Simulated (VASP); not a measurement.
Here is a VASP 6.6.1 calculation.

INCAR

```
PREC = Accurate
ENCUT = 520
EDIFF = 1E-6
ISMEAR = -1
SIGMA = 0.1
LREAL = False
LASPH = True
NELM = 80
ALGO = Normal
ISIF = 2
LWAVE = False
LCHARG = True
GGA = PS
LELF = True
LVHAR = True
NBANDS = 12
```

The input KPOINTS:

```
regular mesh
0
Gamma
  24 24 24
```

File POSCAR:

```
Ta
1.0
   -1.6063762942      1.6063762942      1.6063762942
    1.6063762942     -1.6063762942      1.6063762942
    1.6063762942      1.6063762942     -1.6063762942
Ta
1
Direct
    0.0000000000      0.0000000000      0.0000000000
```

Potentials or basis: VASP PAW PBE potentials, release 64 (Ta_pv).

Launch:

```bash
$ cat potpaw_PBE.64/Ta_pv/POTCAR > POTCAR
$ mpirun -np 1 vasp_std > vasp.out
```

(1) What does it give for the pressure?

Results:

(1) 15.3 GPa.

Caveat: the PAW data sets were made with another functional, which shifts forces and pressure a little.
